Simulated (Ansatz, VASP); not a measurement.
BN: VASP beside Ansatz

```
CELL_PARAMETERS angstrom
2.50058 0.00000 0.00000
-1.25029 2.16557 0.00000
0.00000 0.00000 6.52364
ATOMIC_POSITIONS crystal
B 0.33333 0.66667 0.25000
B 0.66667 0.33333 0.75000
N 0.33333 0.66667 0.75000
N 0.66667 0.33333 0.25000
```

Alike in both runs: task single point; functional PBE; k mesh 9 × 9 × 4; occupations gaussian, width 0.05 eV; no spin polarisation.

|  | VASP | Ansatz |
| --- | --- | --- |
| version | VASP 6.6.1 | Ansatz 0.2.0 |
| potentials or method | VASP PAW PBE potentials, release 64 (B, N) | plane waves |
| plane-wave cutoff (eV) | 520 | 420 |
| valence electrons in the cell | 16 | 16 |

Ansatz gave:

* gap on the k mesh at the Fermi level (eV): 4.39
* pressure (GPa): 4.7
* traceless stress, the component that is largest in VASP (GPa): -1.05

Q: Which values does VASP return?

A: gap on the k mesh at the Fermi level (eV): 4.38; pressure (GPa): 4.7; traceless stress, the component that is largest in VASP (GPa): -1.25.

The functional is the same, so the differences come from potentials, cutoffs and numerics.
